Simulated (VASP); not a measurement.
# Re (Im-3m) in VASP: single point with PBE

Aim: the single point of Re with PBE.

Everything below comes from runs of VASP 6.6.1. Logs are shortened: lines on timing, memory, paths and dates and some standing lists are left out, and cuts for length are marked.

### 1 The cell of the first run

It takes space group Im-3m (No. 229, cubic). The conventional cell has a = 2.987 Å, b = 2.987 Å, c = 2.987 Å, α = 90.00°, β = 90.00°, γ = 90.00°. Within 3.4 Å of Re (site symmetry m-3m) lie 14 Re at 2.59 to 2.99 Å.

This isn't the form of Re at room conditions, which is hcp.

### 2 Single point, PBE (W replaced by Re, lengths x 0.959, strained)

INCAR

```
SYSTEM = Re
ALGO = Fast
EDIFF = 1E-6
ENCUT = 520
GGA = PE
ISIF = 2
ISMEAR = 0
LASPH = .TRUE.
LCHARG = .FALSE.
LREAL = .FALSE.
LWAVE = .FALSE.
NBANDS = 10
NELM = 100
PREC = Accurate
SIGMA = 0.1
```

KPOINTS

```
k-points
0
G
  20 20 20
  0 0 0
```

POSCAR

```
Re
1.0
   -1.4933675935      1.4933675935      1.4933675935
    1.4933675935     -1.4933675935      1.4933675935
    1.4933675935      1.4933675935     -1.4933675935
Re
1
Direct
    0.0000000000      0.0000000000      0.0000000000
```

Potentials or basis: VASP PAW PBE potentials, release 64 (Re).

Command:

```console
$ cat potpaw_PBE.64/Re/POTCAR > POTCAR
$ mpirun -np 1 vasp_std > vasp.out
```

OUTCAR:

```text
SYSTEM = Re
   EDIFF = 1E-6
   ENCUT = 520
   GGA = PE
   ISIF = 2
   ISMEAR = 0
   LASPH = .TRUE.
   LREAL = .FALSE.
   NELM = 100
   PREC = Accurate

 ion  position               nearest neighbor table
   1  0.000  0.000  0.000-

  LATTYP: Found a body centered cubic cell.
 ALAT       =     2.9867351870

  Lattice vectors:

 A1 = (  -1.4933675935,   1.4933675935,   1.4933675935)
 A2 = (   1.4933675935,  -1.4933675935,   1.4933675935)
 A3 = (   1.4933675935,   1.4933675935,  -1.4933675935)

Analysis of symmetry for initial positions (statically):
=====================================================================
 Subroutine PRICEL returns:
 Original cell was already a primitive cell.

 Routine SETGRP: Setting up the symmetry group for a
 body centered cubic supercell.

 Subroutine GETGRP returns: Found 48 space group operations
 (whereof 48 operations were pure point group operations)
 out of a pool of 48 trial point group operations.

The static configuration has the point symmetry O_h .

Analysis of symmetry for dynamics (positions and initial velocities):
=====================================================================
 Subroutine PRICEL returns:
 Original cell was already a primitive cell.

 Routine SETGRP: Setting up the symmetry group for a
 body centered cubic supercell.

 Subroutine GETGRP returns: Found 48 space group operations
 (whereof 48 operations were pure point group operations)
 out of a pool of 48 trial point group operations.

The dynamic configuration has the point symmetry O_h .

 Subroutine INISYM returns: Found 48 space group operations
 (whereof 48 operations are pure point group operations),
 and found     1 'primitive' translations

----------------------------------------------------------------------------------------

                                     Primitive cell

  volume of cell :      13.3217

  direct lattice vectors                    reciprocal lattice vectors
    -1.493367593  1.493367593  1.493367593     0.000000000  0.334813747  0.334813747
     1.493367593 -1.493367593  1.493367593     0.334813747  0.000000000  0.334813747
     1.493367593  1.493367593 -1.493367593     0.334813747  0.334813747  0.000000000

  length of vectors
     2.586588546  2.586588546  2.586588546     0.473498142  0.473498142  0.473498142

  position of ions in fractional coordinates (direct lattice)
     0.000000000  0.000000000  0.000000000

  ion indices of the primitive-cell ions
   primitive index   ion index
                 1           1

----------------------------------------------------------------------------------------

 KPOINTS: k-points

Automatic generation of k-mesh.
 Grid dimensions read from file:
 generate k-points for:   20   20   20

 Generating k-lattice:

  Cartesian coordinates                     Fractional coordinates (reciprocal lattice)
     0.000000000  0.016740687  0.016740687     0.050000000  0.000000000  0.000000000
     0.016740687  0.000000000  0.016740687     0.000000000  0.050000000  0.000000000
     0.016740687  0.016740687  0.000000000     0.000000000  0.000000000  0.050000000

  Length of vectors
     0.023674907  0.023674907  0.023674907

  Shift w.r.t. Gamma in fractional coordinates (k-lattice)
     0.000000000  0.000000000  0.000000000

 Subroutine IBZKPT returns following result:
 ===========================================

 Found    256 irreducible k-points:

 Following reciprocal coordinates:
            Coordinates               Weight
  0.000000  0.000000  0.000000      1.000000
  0.050000  0.000000  0.000000     12.000000
  0.100000  0.000000  0.000000     12.000000
  0.150000  0.000000  0.000000     12.000000
  0.200000  0.000000  0.000000     12.000000
  0.250000  0.000000  0.000000     12.000000
[... 16 lines left out ...]
  0.200000  0.100000 -0.000000     48.000000
  0.250000  0.100000  0.000000     48.000000
 [... further k-points ...]
   k-points           NKPTS =    256   k-points in BZ     NKDIM =    256   number of bands    NBANDS=     10
   number of dos      NEDOS =    301   number of ions     NIONS =      1
   total plane-waves  NPLWV =   8000
   dimension x,y,z NGX =    20 NGY =   20 NGZ =   20
   dimension x,y,z NGXF=    40 NGYF=   40 NGZF=   40
   ions per type =               1
   NGX,Y,Z   is equivalent  to a cutoff of  12.85, 12.85, 12.85 a.u.
   NGXF,Y,Z  is equivalent  to a cutoff of  25.71, 25.71, 25.71 a.u.
 SYSTEM =  Re
   PREC   = accura    normal or accurate (medium, high low for compatibility)
   ISTART =      0    job   : 0-new  1-cont  2-samecut
   ICHARG =      2    charge: 1-file 2-atom 10-const
   ISPIN  =      1    spin polarized calculation?
   LNONCOLLINEAR =      F non collinear calculations
   LSORBIT =      F    spin-orbit coupling
   LASPH  =      T    aspherical Exc in radial PAW
   ENCUT  =  520.0 eV  38.22 Ry    6.18 a.u.   4.81  4.81  4.81*2*pi/ulx,y,z
   NELM   =    100;   NELMIN=  2; NELMDL= -5     # of ELM steps
   EDIFF  = 0.1E-05   stopping-criterion for ELM
   LREAL  =      F    real-space projection
   EDIFFG = 0.1E-04   stopping-criterion for IOM
   NSW    =      0    number of steps for IOM
   IBRION =     -1    ionic relax: 0-MD 1-quasi-New 2-CG
   NFREE  =      0    steps in history (QN), initial steepest desc. (CG)
   ISIF   =      2    stress and relaxation
   ISYM   =      2    0-nonsym 1-usesym 2-fastsym
   POTIM  = 0.5000    time-step for ionic-motion
   TEBEG  =    0.0;   TEEND  =   0.0 temperature during run
   PSTRESS=    0.0 pullay stress
   NELECT =       7.0000    total number of electrons
   NUPDOWN=      -1.0000    fix difference up-down
   EMIN   =  10.00;   EMAX   =-10.00  energy-range for DOS
   EFERMI =   0.00;   METHOD = LEGACY
   ISMEAR =     0;   SIGMA  =   0.10  broadening in eV -4-tet -1-fermi 0-gaus
   EFERMI_NEDOS =   21; number of points for ismear=-14 and -15
   IALGO  =     68    algorithm
   IMIX   =      4    mixing-type and parameters
     AMIX     =   0.40;   BMIX     =  1.00
     AMIX_MAG =   1.60;   BMIX_MAG =  1.00
  volume/ion in A,a.u.               =      13.32        89.90
  Fermi-wavevector in a.u.,A,eV,Ry     =   1.321055  2.496431 23.744689  1.745185
  Thomas-Fermi vector in A             =   2.450836
   LORBIT       =      0    0 simple, 1 ext, 2 COOP (PROOUT), +10 PAW based schemes
   GGA     = PE    functional components
   LHFCALC =     F    Hartree Fock is set to
   AEXX    =    0.0000 exact exchange contribution
   IVDW    =     0    specifies the selected vdW correction
   LEPSILON=     F    determine dielectric tensor
   LRPA    =     F    only Hartree local field effects (RPA)
 non-spin polarized calculation
 RMM-DIIS sequential band-by-band and
 Gauss-broadening in eV      SIGMA  =   0.10
  energy-cutoff  :      520.00
  volume of cell :       13.32
 maximum number of plane-waves:       370
   NGX =  9   NGY =  9   NGZ =  9

 number of electron       7.0000000 magnetization

 Free energy of the ion-electron system (eV)
  ---------------------------------------------------
  ext. energy  EPLUGINS =         0.00000000
  ---------------------------------------------------
  free energy    TOTEN  =       -11.83223006 eV

  energy without entropy =      -11.82825323  energy(sigma->0) =      -11.83024164

 E-fermi :  10.1956     XC(G=0): -14.2897

 val. band max:       10.1683274105   @ k =   0.2000   0.0500   0.0000
 cond. band min:      10.1996171667   @ k =  -0.3000   0.3000   0.0500
 fundamental gap:      0.0312897562
 Fermi energy:        10.1955606872

 k-point     1 :       0.0000    0.0000    0.0000
  band No.  band energies     occupation
      1      -1.3768      2.00000
      2       7.0936      2.00000
      3       7.0936      2.00000
      4       7.0936      2.00000
      5      11.0415      0.00000
      6      11.0415      0.00000
      7      25.9151      0.00000
      8      25.9151      0.00000
      9      25.9151      0.00000
     10      39.5764      0.00000

 k-point     2 :       0.0500    0.0000    0.0000
  band No.  band energies     occupation
      1      -1.2374      2.00000
      2       7.0111      2.00000
      3       7.0809      2.00000
      4       7.2305      2.00000
      5      10.9087      0.00000
      6      11.0442      0.00000
      7      26.0329      0.00000
      8      26.1492      0.00000
      9      26.2531      0.00000
     10      38.7153      0.00000

 k-point     3 :       0.1000    0.0000    0.0000
  band No.  band energies     occupation
      1      -0.8332      2.00000
      2       6.7794      2.00000
      3       7.0245      2.00000
      4       7.6373      2.00000
      5      10.6023      0.00000
      6      11.0570      0.00000
      7      26.3397      0.00000
      8      26.8345      0.00000
      9      27.1458      0.00000
     10      36.3082      0.00000

 k-point     4 :       0.1500    0.0000    0.0000
  band No.  band energies     occupation
      1      -0.2099      2.00000
      2       6.4386      2.00000
      3       6.8912      2.00000
      4       8.3019      2.00000
      5      10.3249      0.06742
      6      11.0921      0.00000
      7      26.6666      0.00000
      8      27.9265      0.00000
      9      28.2245      0.00000
     10      34.6516      0.00000

 k-point     5 :       0.2000    0.0000    0.0000
  band No.  band energies     occupation
      1       0.5405      2.00000
      2       6.0389      2.00000
      3       6.7127      2.00000
      4       9.2030      2.00000
      5      10.2355      0.57262
      6      11.1636      0.00000
      7      26.6752      0.00000
      8      28.7731      0.00000
      9      29.3665      0.00000
     10      33.7872      0.00000

 k-point     6 :       0.2500    0.0000    0.0000
  band No.  band energies     occupation
      1       1.2575      2.00000
      2       5.6284      2.00000
      3       6.6639      2.00000
      4      10.3078      0.11259
      5      10.3546      0.02447
      6      11.2810      0.00000
      7      26.0870      0.00000
      8      28.1084      0.00000
      9      31.0920      0.00000
     10      34.1341      0.00000
[... 183 lines left out ...]
 k-point    21 :       0.1000    0.1000    0.0000
  band No.  band energies     occupation
      1       0.1517      2.00000
      2       6.4078      2.00000
      3       6.5663      2.00000
      4       8.8064      2.00000
      5      10.0666      1.93173
      6      11.2660      0.00000
      7      27.0873      0.00000
      8      28.0699      0.00000
      9      28.6898      0.00000
     10      33.6482      0.00000

 k-point    22 :       0.1500    0.1000    0.0000
  band No.  band energies     occupation
      1       0.8895      2.00000
      2       6.0617      2.00000
      3       6.3184      2.00000
      4       9.7582      2.00000
      5       9.9422      1.99966
      6      11.4360      0.00000
      7      27.2886      0.00000
      8      28.2159      0.00000
      9      29.4713      0.00000
     10      33.5770      0.00000

 k-point    23 :       0.2000    0.1000   -0.0000
  band No.  band energies     occupation
      1       1.6197      2.00000
      2       5.6647      2.00000
      3       6.2220      2.00000
      4       9.9924      1.99593
      5      10.9422      0.00000
      6      11.6103      0.00000
      7      26.4178      0.00000
      8      28.0254      0.00000
      9      30.3686      0.00000
     10      33.9137      0.00000

 k-point    24 :       0.2500    0.1000    0.0000
  band No.  band energies     occupation
      1       2.1281      2.00000
      2       5.3001      2.00000
      3       6.4618      2.00000
      4      10.2400      0.52970
      5      11.7553      0.00000
      6      12.2668      0.00000
      7      25.1923      0.00000
      8      26.9154      0.00000
      9      31.7368      0.00000
     10      32.6290      0.00000

 [... further k-points ...]

------------------------ aborting loop because EDIFF is reached ----------------------------------------

  FORCE on cell =-STRESS in cart. coord.  units (eV):
  Direction    XX          YY          ZZ          XY          YZ          ZX
  --------------------------------------------------------------------------------------
  -------------------------------------------------------------------------------------
  Total        4.8890733      4.8890733      4.8890733      0.0000000      0.0000000      0.0000000
  in kB      587.9995190    587.9995190    587.9995190      0.0000000      0.0000000      0.0000000
  external PRESSURE =     587.9995190 kB  Pullay stress =       0.0000000 kB

 VOLUME and BASIS-vectors are now :
 -----------------------------------------------------------------------------
  energy-cutoff  :      520.00
  volume of cell :       13.32
      direct lattice vectors                 reciprocal lattice vectors
    -1.493367593  1.493367593  1.493367593     0.000000000  0.334813747  0.334813747
     1.493367593 -1.493367593  1.493367593     0.334813747  0.000000000  0.334813747
     1.493367593  1.493367593 -1.493367593     0.334813747  0.334813747  0.000000000

 POSITION                                       TOTAL-FORCE (eV/Angst)
 -----------------------------------------------------------------------------------
      0.00000      0.00000      0.00000        -0.000000     -0.000000     -0.000000
 -----------------------------------------------------------------------------------
    total drift:                                0.000000     -0.000000     -0.000000

  FREE ENERGIE OF THE ION-ELECTRON SYSTEM (eV)
  ---------------------------------------------------
  free  energy   TOTEN  =       -11.8322300578 eV

  energy  without entropy=      -11.8282532265  energy(sigma->0) =      -11.83024164
```

It took 23 s on 1 thread of Intel Xeon Platinum 8488C (Sapphire Rapids), shared host; peak memory 0.15 GiB.

What came out:

| Property | Result |
| --- | --- |
| Free energy | -11.8322 eV |
| Pressure | 58.8 GPa |
| Band gap on the k mesh | zero (an odd number of electrons rules out a gap without spin polarisation) |

Caveat: the cell differs from its parent crystal (W replaced by Re, lengths x 0.959, strained); the cell stands under pressure; spin-orbit coupling is left out, which moves the levels of the heavy elements.
